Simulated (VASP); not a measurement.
# NaF (Fm-3m) in VASP: a series of runs

The runs below take NaF through dielectric tensor, G0W0 quasiparticle levels, with PBE, r2SCAN.

Everything below comes from runs of VASP 6.6.1. Logs are shortened: lines on timing, memory, paths and dates and some standing lists are left out, and cuts for length are marked.

**1. The cell of the first run**

The structure is cubic, space group Fm-3m (No. 225). Conventional cell: a = 4.594 Å, b = 4.594 Å, c = 4.594 Å, α = 90.00°, β = 90.00°, γ = 90.00°. Na (site symmetry m-3m) has 6 F at 2.30 Å within 3.0 Å. F (site symmetry m-3m) has 6 Na at 2.30 Å within 3.0 Å.

**2. Dielectric tensor, PBE**

The input, INCAR:

```
SYSTEM = NaF
PREC     = Accurate       ! precision mode
ENCUT    = 520            ! plane-wave cutoff, eV
EDIFF    = 1E-8           ! SCF threshold, eV
ISMEAR   = 0              ! smearing method
SIGMA    = 0.01           ! smearing width, eV
LREAL    = .False.        ! projectors in reciprocal space
LASPH    = .True.         ! aspherical terms in the spheres
NELM     = 100            ! most SCF steps
ALGO     = Normal         ! electronic algorithm
ISIF     = 2              ! what is computed and relaxed
LWAVE    = .False.        ! write WAVECAR
LCHARG   = .False.        ! write CHGCAR
GGA      = PE             ! functional
LEPSILON = .True.         ! dielectric tensor by DFPT
```

The input, KPOINTS:

```
Automatic mesh
0
Gamma
  8 8 8
  0 0 0
```

The input, POSCAR:

```
NaF
1.0
    0.0000000000      2.2972417895      2.2972417895
    2.2972417895      0.0000000000      2.2972417895
    2.2972417895      2.2972417895      0.0000000000
Na F
1 1
Direct
    0.0000000000      0.0000000000      0.0000000000
    0.5000000000      0.5000000000      0.5000000000
```

Potentials or basis: VASP PAW PBE potentials, release 64 (Na_pv, F).

Run with:

```sh
$ cat potpaw_PBE.64/Na_pv/POTCAR potpaw_PBE.64/F/POTCAR > POTCAR
$ mpirun -np 1 vasp_std > vasp.out
```

OUTCAR:

```text
SYSTEM = NaF
   PREC = Accurate
   ENCUT = 520
   EDIFF = 1E-8
   ISMEAR = 0
   LREAL = .False.
   LASPH = .True.
   NELM = 100
   ISIF = 2
   GGA = PE
   LEPSILON = .True.

 ion  position               nearest neighbor table
   1  0.000  0.000  0.000-   2 2.30   2 2.30   2 2.30   2 2.30   2 2.30   2 2.30
   2  0.500  0.500  0.500-   1 2.30   1 2.30   1 2.30   1 2.30   1 2.30   1 2.30

  LATTYP: Found a face centered cubic cell.
 ALAT       =     4.5944835790

  Lattice vectors:

 A1 = (   0.0000000000,   2.2972417895,   2.2972417895)
 A2 = (   2.2972417895,   0.0000000000,   2.2972417895)
 A3 = (   2.2972417895,   2.2972417895,   0.0000000000)

Analysis of symmetry for initial positions (statically):
=====================================================================
 Subroutine PRICEL returns:
 Original cell was already a primitive cell.

 Routine SETGRP: Setting up the symmetry group for a
 face centered cubic supercell.

 Subroutine GETGRP returns: Found 48 space group operations
 (whereof 48 operations were pure point group operations)
 out of a pool of 48 trial point group operations.

The static configuration has the point symmetry O_h .

Analysis of symmetry for dynamics (positions and initial velocities):
=====================================================================
 Subroutine PRICEL returns:
 Original cell was already a primitive cell.

 Routine SETGRP: Setting up the symmetry group for a
 face centered cubic supercell.

 Subroutine GETGRP returns: Found 48 space group operations
 (whereof 48 operations were pure point group operations)
 out of a pool of 48 trial point group operations.

The dynamic configuration has the point symmetry O_h .

 Subroutine INISYM returns: Found 48 space group operations
 (whereof 48 operations are pure point group operations),
 and found     1 'primitive' translations

----------------------------------------------------------------------------------------

                                     Primitive cell

  volume of cell :      24.2466

  direct lattice vectors                    reciprocal lattice vectors
[... 488 lines left out ...]
     2.297241790  0.000000000  2.297241790     0.217652318 -0.217652318  0.217652318
     2.297241790  2.297241790  0.000000000     0.217652318  0.217652318 -0.217652318

 POSITION                                       TOTAL-FORCE (eV/Angst)
 -----------------------------------------------------------------------------------
      0.00000      0.00000      0.00000         0.000000      0.000000      0.000000
      2.29724      2.29724      2.29724        -0.000000      0.000000     -0.000000
 -----------------------------------------------------------------------------------
    total drift:                                0.000000     -0.000000      0.000000

  FREE ENERGIE OF THE ION-ELECTRON SYSTEM (eV)
  ---------------------------------------------------
  free  energy   TOTEN  =        -8.5496260017 eV

  energy  without entropy=       -8.5496260017  energy(sigma->0) =       -8.54962600

 HEAD OF MICROSCOPIC STATIC DIELECTRIC TENSOR (INDEPENDENT PARTICLE, excluding Hartree and local field effects)
 ------------------------------------------------------
           1.891169     0.000000     0.000000
          -0.000000     1.891169     0.000000
           0.000000     0.000000     1.891169
 ------------------------------------------------------

 Free energy of the ion-electron system (eV)
  ---------------------------------------------------
  ---------------------------------------------------
  free energy    TOTEN  =        -0.06403658 eV

  energy without entropy =       -0.06403658

------------------------ aborting loop because EDIFF is reached ----------------------------------------

--------------------------------------- Ionic step        2  -------------------------------------------

------------------------ aborting loop because EDIFF is reached ----------------------------------------

--------------------------------------- Ionic step        3  -------------------------------------------

 Free energy of the ion-electron system (eV)
  ---------------------------------------------------
  ---------------------------------------------------
  free energy    TOTEN  =        -0.06403660 eV

  energy without entropy =       -0.06403660

------------------------ aborting loop because EDIFF is reached ----------------------------------------

 PIEZOELECTRIC TENSOR FIELD DIRECTION 3  (e Angst)
 -----------------------------------------------------------------------------
    -0.00009  0.00000  0.00000           ( -0.00000  0.00000  0.00000)
     0.00000 -0.00009 -0.00000           (  0.00000 -0.00000  0.00000)
     0.00000 -0.00000 -0.00002           (  0.00000  0.00000 -0.00001)

 PIEZOELECTRIC TENSOR FIELD DIRECTION 3  (C/m^2)
 -----------------------------------------------------------------------------
    -0.00006  0.00000  0.00000
     0.00000 -0.00006 -0.00000
     0.00000 -0.00000 -0.00002

 MACROSCOPIC STATIC DIELECTRIC TENSOR (including local field effects in DFT)
 ------------------------------------------------------
           1.866399     0.000000    -0.000000
           0.000000     1.866399    -0.000000
           0.000000     0.000000     1.866399
 ------------------------------------------------------

 PIEZOELECTRIC TENSOR (including local field effects)  for field in x, y, z        (e  Angst)
          XX          YY          ZZ          XY          YZ          ZX
  --------------------------------------------------------------------------------
  x     0.00000     0.00000     0.00000     0.00000     0.00000     0.00000
  y     0.00000     0.00000     0.00000     0.00000     0.00000     0.00000
  z     0.00000     0.00000     0.00000     0.00000     0.00000     0.00000

 PIEZOELECTRIC TENSOR (including local field effects)  for field in x, y, z        (C/m^2)
          XX          YY          ZZ          XY          YZ          ZX
  --------------------------------------------------------------------------------
  x     0.00000     0.00000     0.00000     0.00000     0.00000     0.00000
  y     0.00000     0.00000     0.00000     0.00000     0.00000     0.00000
  z     0.00000     0.00000     0.00000     0.00000     0.00000     0.00000

 BORN EFFECTIVE CHARGES (including local field effects) (in |e|, cummulative output)
 ---------------------------------------------------------------------------------
 ion    1
    1     1.00379     0.00000     0.00000
    2     0.00000     1.00379     0.00000
    3     0.00000     0.00000     1.00379
 ion    2
    1    -1.00379     0.00000     0.00000
    2     0.00000    -1.00379     0.00000
    3     0.00000     0.00000    -1.00379
```

Wall time 27 s (1 thread of Intel Xeon 6975P-C (Granite Rapids), shared host); peak memory 0.17 GiB.

Results:

```
Band gap on the k mesh                  : 6.44 eV
Electronic dielectric tensor (diagonal) : 1.87
Born charges (mean of the diagonal)     : Na +1.00; F -1.00 e
```

Electronic dielectric tensor:
```
1.87 0.00 0.00
0.00 1.87 0.00
0.00 0.00 1.87
```

Born effective charge tensors (e):
atom 1, Na
```
1.00 0.00 0.00
0.00 1.00 0.00
0.00 0.00 1.00
```
atom 2, F
```
-1.00  0.00  0.00
 0.00 -1.00  0.00
 0.00  0.00 -1.00
```

**3. Dielectric tensor, r2SCAN**

The input, INCAR:

```
SYSTEM = NaF
ALGO = Normal
EDIFF = 1E-8
ENCUT = 520
ISIF = 2
ISMEAR = 0
LASPH = .TRUE.
LCALCEPS = .TRUE.
LCHARG = .FALSE.
LMIXTAU = .TRUE.
LREAL = .FALSE.
LWAVE = .FALSE.
METAGGA = R2SCAN
NELM = 80
PREC = Accurate
SIGMA = 0.01
```

The input, KPOINTS:

```
k-points
0
G
  8 8 8
  0 0 0
```

POSCAR is that of step 2.

Potentials or basis: VASP PAW PBE potentials, release 64 (Na_pv, F).

Run with:

```sh
$ cat potpaw_PBE.64/Na_pv/POTCAR potpaw_PBE.64/F/POTCAR > POTCAR
$ mpirun -np 1 vasp_std > vasp.out
```

OUTCAR:

```text
SYSTEM = NaF
   EDIFF = 1E-8
   ENCUT = 520
   ISIF = 2
   ISMEAR = 0
   LASPH = .TRUE.
   LREAL = .FALSE.
   METAGGA = R2SCAN
   NELM = 80
   PREC = Accurate

 ion  position               nearest neighbor table
   1  0.000  0.000  0.000-   2 2.30   2 2.30   2 2.30   2 2.30   2 2.30   2 2.30
   2  0.500  0.500  0.500-   1 2.30   1 2.30   1 2.30   1 2.30   1 2.30   1 2.30

  LATTYP: Found a face centered cubic cell.
 ALAT       =     4.5944835790

  Lattice vectors:

 A1 = (   0.0000000000,   2.2972417895,   2.2972417895)
 A2 = (   2.2972417895,   0.0000000000,   2.2972417895)
 A3 = (   2.2972417895,   2.2972417895,   0.0000000000)

Analysis of symmetry for initial positions (statically):
=====================================================================
 Subroutine PRICEL returns:
 Original cell was already a primitive cell.

 Routine SETGRP: Setting up the symmetry group for a
 face centered cubic supercell.

 Subroutine GETGRP returns: Found 48 space group operations
 (whereof 48 operations were pure point group operations)
 out of a pool of 48 trial point group operations.

The static configuration has the point symmetry O_h .

Analysis of symmetry for dynamics (positions and initial velocities):
=====================================================================
 Subroutine PRICEL returns:
 Original cell was already a primitive cell.

 Routine SETGRP: Setting up the symmetry group for a
 face centered cubic supercell.

 Subroutine GETGRP returns: Found 48 space group operations
 (whereof 48 operations were pure point group operations)
 out of a pool of 48 trial point group operations.

The dynamic configuration has the point symmetry O_h .
[... 483 lines left out ...]
      3     -22.0691      2.00000
      4     -21.6524      2.00000
      5      -3.9401      2.00000
      6      -3.2128      2.00000
      7      -2.9725      2.00000
      8   10000.0000      0.00000
      9   10000.0000      0.00000
     10   10000.0000      0.00000
     11   10000.0000      0.00000

 [... further k-points ...]

------------------------ aborting loop because EDIFF is reached ----------------------------------------

            Ionic dipole moment: p[ion]=(   -16.08069   -16.08069   -16.08069 ) |e| Angst

 Total electronic dipole moment: p[elc]=(     0.00000     0.00000     0.00107 ) |e| Angst

 MACROSCOPIC STATIC DIELECTRIC TENSOR (including local field effects)
 ------------------------------------------------------
           1.801430     0.000000     0.000000
           0.000000     1.801430     0.000000
          -0.000000    -0.000000     1.801430
 ------------------------------------------------------

 PIEZOELECTRIC TENSOR (including local field effects) (e Angst)
          XX          YY          ZZ          XY          YZ          ZX
  --------------------------------------------------------------------------------
  x     0.00000     0.00000     0.00000     0.00000     0.00000     0.00000
  y     0.00000     0.00000     0.00000     0.00000     0.00000     0.00000
  z     0.00000     0.00000     0.00000     0.00000     0.00000     0.00000

 PIEZOELECTRIC TENSOR (including local field effects) (C/m^2)
          XX          YY          ZZ          XY          YZ          ZX
  --------------------------------------------------------------------------------
  x     0.00000     0.00000     0.00000     0.00000     0.00000     0.00000
  y     0.00000     0.00000     0.00000     0.00000     0.00000     0.00000
  z     0.00000     0.00000     0.00000     0.00000     0.00000     0.00000

 BORN EFFECTIVE CHARGES (including local field effects) (in |e|, cummulative output)
 ---------------------------------------------------------------------------------
 ion    1
    1     0.97856     0.00000     0.00000
    2    -0.00000     0.97856    -0.00000
    3     0.00000    -0.00000     0.97856
 ion    2
    1    -0.97856    -0.00000    -0.00000
    2     0.00000    -0.97856     0.00000
    3    -0.00000     0.00000    -0.97856

  FORCE on cell =-STRESS in cart. coord.  units (eV):
  Direction    XX          YY          ZZ          XY          YZ          ZX
  --------------------------------------------------------------------------------------
  -------------------------------------------------------------------------------------
  Total       -0.1354084     -0.1354084     -0.1354084      0.0000000      0.0000000      0.0000000
  in kB       -8.9475907     -8.9475907     -8.9475907      0.0000000      0.0000000      0.0000000
  external PRESSURE =      -8.9475907 kB  Pullay stress =       0.0000000 kB

 VOLUME and BASIS-vectors are now :
 -----------------------------------------------------------------------------
  energy-cutoff  :      520.00
  volume of cell :       24.25
      direct lattice vectors                 reciprocal lattice vectors
     0.000000000  2.297241790  2.297241790    -0.217652318  0.217652318  0.217652318
     2.297241790  0.000000000  2.297241790     0.217652318 -0.217652318  0.217652318
     2.297241790  2.297241790  0.000000000     0.217652318  0.217652318 -0.217652318

 POSITION                                       TOTAL-FORCE (eV/Angst)
 -----------------------------------------------------------------------------------
      0.00000      0.00000      0.00000         0.000000     -0.000000     -0.000000
      2.29724      2.29724      2.29724        -0.000000      0.000000      0.000000
 -----------------------------------------------------------------------------------
    total drift:                                0.000000     -0.000000      0.000000

  FREE ENERGIE OF THE ION-ELECTRON SYSTEM (eV)
  ---------------------------------------------------
  free  energy   TOTEN  =       -12.6030201807 eV

  energy  without entropy=      -12.6030201807  energy(sigma->0) =      -12.60302018
```

OSZICAR:

```text
N       E                     dE             d eps       ncg     rms          rms(c)
DAV:   1     0.102711031536E+03    0.10271E+03   -0.84507E+03   653   0.161E+03
DAV:   2    -0.105061476505E+02   -0.11322E+03   -0.10610E+03   682   0.369E+02
DAV:   3    -0.160474316858E+02   -0.55413E+01   -0.55297E+01   764   0.847E+01
[... 13 lines left out ...]
DMP:   6    -0.126030200889E+02   -0.16838E-06   -0.15248E-06  1650   0.345E-06   0.695E-07
DMP:   7    -0.126030201450E+02   -0.56110E-07   -0.37090E-07  1650   0.150E-06  -0.110E-06
DMP:   8    -0.126030201535E+02   -0.85126E-08   -0.39710E-07  1650   0.128E-06  -0.545E-07
DMP:   9    -0.126030201740E+02   -0.20540E-07   -0.20130E-07  1650   0.469E-07   0.660E-08
DMP:  10    -0.126030201807E+02   -0.66748E-08   -0.65142E-08  1650   0.242E-07  -0.152E-07
   1 F= -.12603020E+02 E0= -.12603020E+02  d E =-.652197E-24
```

Wall time 7.3 min (1 thread of Intel Xeon 6975P-C (Granite Rapids), shared host); peak memory 0.29 GiB.

What came out:

```yaml
Band_gap_on_the_k_mesh: 7.32 eV
Electronic_dielectric_tensor_diagonal: 1.80
Born_charges_mean_of_the_diagonal: Na +0.98; F -0.98 e
```

Levels at points of the mesh, in eV from the valence-band top:
```tsv
k point	band 3	band 4	band 5	band 6	band 7	band 8	band 9	band 10	band 11
(0.00, 0.00, 0.00)	-19.42	-19.42	0.00	0.00	0.00	7.32	19.97	19.97	19.97
(0.50, 0.00, 0.00)	-19.43	-18.90	-1.61	-0.28	-0.28	11.80	13.64	21.70	21.70
(0.50, 0.50, 0.00)	-19.48	-19.48	-1.30	-0.41	-0.41	14.01	14.29	15.11	21.46
```

Electronic dielectric tensor:
```
1.80 0.00 0.00
0.00 1.80 0.00
0.00 0.00 1.80
```

Born effective charge tensors (e):
atom 1, Na
```
0.98 0.00 0.00
0.00 0.98 0.00
0.00 0.00 0.98
```
atom 2, F
```
-0.98  0.00  0.00
 0.00 -0.98  0.00
 0.00  0.00 -0.98
```

Dipole moments of the cell (e·Å, modulo the quantum): ionic -16.081, -16.081, -16.081; electronic 0.000, 0.000, 0.001

Caveat: the PAW data sets were made with another functional, which shifts forces and pressure a little.

[end of part 1 of 2]
